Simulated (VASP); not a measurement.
# Ni (P6_3/mmc) in VASP: notebook

Runs on Ni. Level: revPBE. Tasks: single point.

Program: VASP 6.6.1. These are calculated values, not measurements. Logs are shortened: lines on timing, memory, paths and dates and some standing lists are left out, and cuts for length are marked.

## Step 1: The cell of the first run

The structure is hexagonal, space group P6_3/mmc (No. 194). The conventional cell has a = 2.507 Å, b = 2.507 Å, c = 4.105 Å, α = 90.00°, β = 90.00°, γ = 120.00°. Ni (site symmetry -6m2) has 12 Ni at 2.51 Å within 3.3 Å.

## Step 2: Single point, revPBE, collinear spin, ferromagnetic start

Contents of INCAR:

```
  ALGO = Normal
  EDIFF = 1E-6
  ENCUT = 520
  GGA = RE
  ISIF = 2
  ISMEAR = -1
  ISPIN = 2
  LASPH = T
  LCHARG = F
  LMAXMIX = 4
  LORBIT = 11
  LREAL = F
  LWAVE = F
  MAGMOM = 0.8 0.8
  NBANDS = 21
  NELM = 150
  PREC = Accurate
  SIGMA = 0.05
```

Contents of KPOINTS:

```
k-points
0
Gamma
  14 14 8
```

Contents of POSCAR:

```
Ni
1.0
    2.5065785448      0.0000000000      0.0000000000
   -1.2532892724      2.1707606964      0.0000000000
    0.0000000000      0.0000000000      4.1049979308
Ni
2
Direct
    0.3333333333      0.6666666667      0.2500000000
    0.6666666667      0.3333333333      0.7500000000
```

Potentials or basis: VASP PAW PBE potentials, release 64 (Ni).

Run with:

```console
cat potpaw_PBE.64/Ni/POTCAR > POTCAR
mpirun -np 1 vasp_std > vasp.out
```

OUTCAR:

```text
EDIFF = 1E-6
   ENCUT = 520
   GGA = RE
   ISIF = 2
   ISMEAR = -1
   ISPIN = 2
   LASPH = T
   LORBIT = 11
   LREAL = F
   NELM = 150
   PREC = Accurate

 ion  position               nearest neighbor table
   1  0.333  0.667  0.250-   2 2.51   2 2.51   2 2.51   2 2.51   2 2.51   2 2.51
   2  0.667  0.333  0.750-   1 2.51   1 2.51   1 2.51   1 2.51   1 2.51   1 2.51

  LATTYP: Found a hexagonal cell.
 ALAT       =     2.5065785448
 C/A-ratio  =     1.6376897262

  Lattice vectors:

 A1 = (   2.5065785448,   0.0000000000,   0.0000000000)
 A2 = (  -1.2532892724,   2.1707606964,   0.0000000000)
 A3 = (   0.0000000000,   0.0000000000,   4.1049979308)

Analysis of symmetry for initial positions (statically):
=====================================================================
 Subroutine PRICEL returns:
 Original cell was already a primitive cell.

 Routine SETGRP: Setting up the symmetry group for a
 hexagonal supercell.

 Subroutine GETGRP returns: Found 24 space group operations
 (whereof 12 operations were pure point group operations)
 out of a pool of 24 trial point group operations.

The static configuration has the point symmetry D_3d.
 The point group associated with its full space group is D_6h.

Analysis of symmetry for dynamics (positions and initial velocities):
=====================================================================
 Subroutine PRICEL returns:
 Original cell was already a primitive cell.

 Routine SETGRP: Setting up the symmetry group for a
 hexagonal supercell.

 Subroutine GETGRP returns: Found 24 space group operations
 (whereof 12 operations were pure point group operations)
 out of a pool of 24 trial point group operations.

The dynamic configuration has the point symmetry D_3d.
 The point group associated with its full space group is D_6h.

Analysis of structural, dynamic, and magnetic symmetry:
=====================================================================
 Subroutine PRICEL returns:
 Original cell was already a primitive cell.

 Routine SETGRP: Setting up the symmetry group for a
 hexagonal supercell.

 Subroutine GETGRP returns: Found 24 space group operations
 (whereof 12 operations were pure point group operations)
 out of a pool of 24 trial point group operations.

The overall configuration has the point symmetry D_3d.
 The point group associated with its full space group is D_6h.

 Subroutine INISYM returns: Found 24 space group operations
 (whereof 12 operations are pure point group operations),
 and found     1 'primitive' translations

[... 110 lines left out ...]
   EFERMI_NEDOS =   21; number of points for ismear=-14 and -15
   IALGO  =     38    algorithm
   IMIX   =      4    mixing-type and parameters
     AMIX     =   0.40;   BMIX     =  1.00
     AMIX_MAG =   1.60;   BMIX_MAG =  1.00
  volume/ion in A,a.u.               =      11.17        75.37
  Fermi-wavevector in a.u.,A,eV,Ry     =   1.577912  2.981821 33.875868  2.489806
  Thomas-Fermi vector in A             =   2.678522
   LORBIT       =     11    0 simple, 1 ext, 2 COOP (PROOUT), +10 PAW based schemes
   GGA     = RE    functional components
   LHFCALC =     F    Hartree Fock is set to
   AEXX    =    0.0000 exact exchange contribution
   IVDW    =     0    specifies the selected vdW correction
   LEPSILON=     F    determine dielectric tensor
   LRPA    =     F    only Hartree local field effects (RPA)
 spin polarized calculation
  energy-cutoff  :      520.00
  volume of cell :       22.34
 maximum number of plane-waves:       622
 NGX is ok and might be reduce to    20
   NGX =  9   NGY =  9   NGZ = 15

 number of electron      20.0000012 magnetization       1.3182020

 Free energy of the ion-electron system (eV)
  ---------------------------------------------------
  ext. energy  EPLUGINS =         0.00000000
  ---------------------------------------------------
  free energy    TOTEN  =       -10.08481828 eV

  energy without entropy =      -10.04568921  energy(sigma->0) =      -10.06525375

 E-fermi :   9.1467     XC(G=0): -13.0112

 val. band max:        9.1460341286   @ k =   0.2857   0.1429   0.2500
 cond. band min:       9.1477734347   @ k =   0.2143   0.0000   0.2500
 fundamental gap:      0.0017393061
 Fermi energy:         9.1466761295

 spin component 1

 k-point     1 :       0.0000    0.0000    0.0000
  band No.  band energies     occupation
      1       0.2999      1.00000
      2       4.4356      1.00000
      3       6.7515      1.00000
      4       6.8376      1.00000
      5       6.8376      1.00000
      6       7.0923      1.00000
[... 565 lines left out ...]
     20      41.5376      0.00000
     21      44.1930      0.00000

 [... further k-points ...]

 spin component 2

 k-point     1 :       0.0000    0.0000    0.0000
  band No.  band energies     occupation
      1       0.2517      1.00000
      2       4.8532      1.00000
      3       7.4924      1.00000
      4       7.5512      1.00000
      5       7.5512      1.00000
      6       7.8258      1.00000
[... 565 lines left out ...]
     20      41.5409      0.00000
     21      44.1710      0.00000

 [... further k-points ...]
[... 5 lines left out ...]
  --------------------------------------------------------------------------------------
  -------------------------------------------------------------------------------------
  Total       -0.0151738     -0.0151738      0.0037996      0.0000000      0.0000000      0.0000000
  in kB       -1.0884246     -1.0884246      0.2725477      0.0000000      0.0000000      0.0000000
  external PRESSURE =      -0.6347671 kB  Pullay stress =       0.0000000 kB

 VOLUME and BASIS-vectors are now :
 -----------------------------------------------------------------------------
  energy-cutoff  :      520.00
  volume of cell :       22.34
      direct lattice vectors                 reciprocal lattice vectors
     2.506578545  0.000000000  0.000000000     0.398950195  0.230334003  0.000000000
    -1.253289272  2.170760696  0.000000000     0.000000000  0.460668005  0.000000000
     0.000000000  0.000000000  4.104997931     0.000000000  0.000000000  0.243605482

 POSITION                                       TOTAL-FORCE (eV/Angst)
 -----------------------------------------------------------------------------------
     -0.00000      1.44717      1.02625         0.000000     -0.000000      0.000000
      1.25329      0.72359      3.07875        -0.000000      0.000000      0.000000
 -----------------------------------------------------------------------------------
    total drift:                               -0.000000      0.000000     -0.000000

  FREE ENERGIE OF THE ION-ELECTRON SYSTEM (eV)
  ---------------------------------------------------
  free  energy   TOTEN  =       -10.0848182763 eV

  energy  without entropy=      -10.0456892146  energy(sigma->0) =      -10.06525375

 total charge

# of ion       s       p       d       tot
------------------------------------------
    1        0.485   0.475   8.300   9.260
    2        0.485   0.475   8.300   9.260
--------------------------------------------------
tot          0.970   0.949  16.600  18.519

 magnetization (x)

# of ion       s       p       d       tot
------------------------------------------
    1       -0.005  -0.024   0.703   0.674
    2       -0.005  -0.024   0.703   0.674
--------------------------------------------------
tot         -0.009  -0.049   1.406   1.348
```

OSZICAR:

```text
N       E                     dE             d eps       ncg     rms          rms(c)
DAV:   1     0.968410865970E+02    0.96841E+02   -0.89009E+03 10800   0.134E+03
DAV:   2    -0.643483668205E+01   -0.10328E+03   -0.95294E+02 10250   0.233E+02
DAV:   3    -0.119248097723E+02   -0.54900E+01   -0.52796E+01 11526   0.617E+01
DAV:   4    -0.119901116082E+02   -0.65302E-01   -0.65256E-01 11480   0.635E+00
DAV:   5    -0.119918877281E+02   -0.17761E-02   -0.17760E-02 11630   0.104E+00    0.134E+01
DAV:   6    -0.107567126444E+02    0.12352E+01   -0.69385E+00 11775   0.560E+01    0.886E+00
DAV:   7    -0.101152132004E+02    0.64150E+00   -0.15362E+00 11639   0.231E+01    0.266E+00
DAV:   8    -0.100904459060E+02    0.24767E-01   -0.12630E-02 13572   0.139E+00    0.132E+00
DAV:   9    -0.100858441290E+02    0.46018E-02   -0.79756E-04 16098   0.373E-01    0.387E-01
DAV:  10    -0.100848177190E+02    0.10264E-02   -0.13515E-04 15962   0.218E-01    0.751E-02
DAV:  11    -0.100848319258E+02   -0.14207E-04   -0.62620E-05 13931   0.117E-01    0.408E-02
DAV:  12    -0.100848190410E+02    0.12885E-04   -0.46265E-06 14437   0.324E-02    0.258E-02
DAV:  13    -0.100848182763E+02    0.76475E-06   -0.29843E-06 10821   0.223E-02
   1 F= -.10084818E+02 E0= -.10065254E+02  d E =-.391291E-01  mag=     1.3189
```

Run time: 71 s. Hardware: 1 thread of Intel Xeon 6975P-C, shared host; peak memory 0.2 GiB.

What came out:

```yaml
Free_energy: -10.0848 eV
Pressure: -0.1 GPa
Net_moment: 1.32 μB per cell
Site_moments: Ni +0.67 μB
Valence_electrons_inside_the_program's_atomic_spheres: Ni 9.26
```

Caveat: the PAW data sets were made with another functional, which shifts forces and pressure a little.

## Step 3: Single point, revPBE, collinear spin, ferromagnetic start (volume scaled by 0.92)

Contents of INCAR:

```
SYSTEM = Ni
PREC     = Accurate       ! precision mode
ENCUT    = 520            ! plane-wave cutoff, eV
EDIFF    = 1E-6           ! SCF threshold, eV
ISMEAR   = -1             ! smearing method
SIGMA    = 0.05           ! smearing width, eV
LREAL    = .False.        ! projectors in reciprocal space
LASPH    = .True.         ! aspherical terms in the spheres
NELM     = 150            ! most SCF steps
ALGO     = Normal         ! electronic algorithm
ISIF     = 2              ! what is computed and relaxed
LWAVE    = .False.        ! write WAVECAR
LCHARG   = .False.        ! write CHGCAR
ISPIN    = 2              ! spin polarisation
MAGMOM   = 0.7 0.7        ! initial moments
LORBIT   = 11             ! projections on sites
LMAXMIX  = 4              ! l up to which the mixer works
GGA      = RE             ! functional
NBANDS   = 21             ! bands
```

Contents of KPOINTS:

```
Automatic mesh
0
Gamma
  16 16 9
  0 0 0
```

Contents of POSCAR:

```
Ni
1.0
    2.4378702847      0.0000000000      0.0000000000
   -1.2189351424      2.1112575977      0.0000000000
    0.0000000000      0.0000000000      3.9924751192
Ni
2
Direct
    0.3333333333      0.6666666667      0.2500000000
    0.6666666667      0.3333333333      0.7500000000
```

Potentials or basis: VASP PAW PBE potentials, release 64 (Ni).

Run with:

```console
cat potpaw_PBE.64/Ni/POTCAR > POTCAR
mpirun -np 1 vasp_std > vasp.out
```

Run time: 94 s. Hardware: 1 thread of Intel Xeon 6975P-C, shared host; peak memory 0.2 GiB.

It converged, with:

```
Free energy                                           : -9.9943 eV
Pressure                                              : 18.1 GPa
Net moment                                            : 1.19 μB per cell
Site moments                                          : Ni +0.60 μB
Valence electrons inside the program's atomic spheres : Ni 9.41
```

Stress tensor (GPa, compression positive):
```
17.67  0.00  0.00
 0.00 17.67  0.00
 0.00  0.00 18.85
```

Levels at points of the mesh, in eV from the Fermi level:
Spin up:
| k point | band 7 | band 8 | band 9 | band 10 | band 11 | band 12 | band 13 | band 14 | band 15 | band 16 |
| --- | --- | --- | --- | --- | --- | --- | --- | --- | --- | --- |
| (0.00, 0.00, 0.00) | -2.18 | -1.74 | -1.74 | -0.72 | -0.72 | -0.45 | 6.06 | 23.04 | 25.49 | 25.49 |
| (0.50, 0.00, 0.00) | -2.14 | -0.60 | -0.52 | -0.47 | 1.24 | 3.25 | 9.70 | 10.35 | 12.82 | 14.02 |
Spin down:
```
           k point  band 5  band 6  band 7  band 8  band 9  band 10  band 11  band 12  band 13  band 14
(0.00, 0.00, 0.00)   -1.83   -1.52   -1.52   -1.09   -1.09    -0.52    -0.03    -0.03     6.44    22.89
(0.50, 0.00, 0.00)   -1.94   -1.89   -1.50    0.14    0.18     0.28     1.69     3.60     9.81    10.45
```

Caveat: the PAW data sets were made with another functional, which shifts forces and pressure a little.
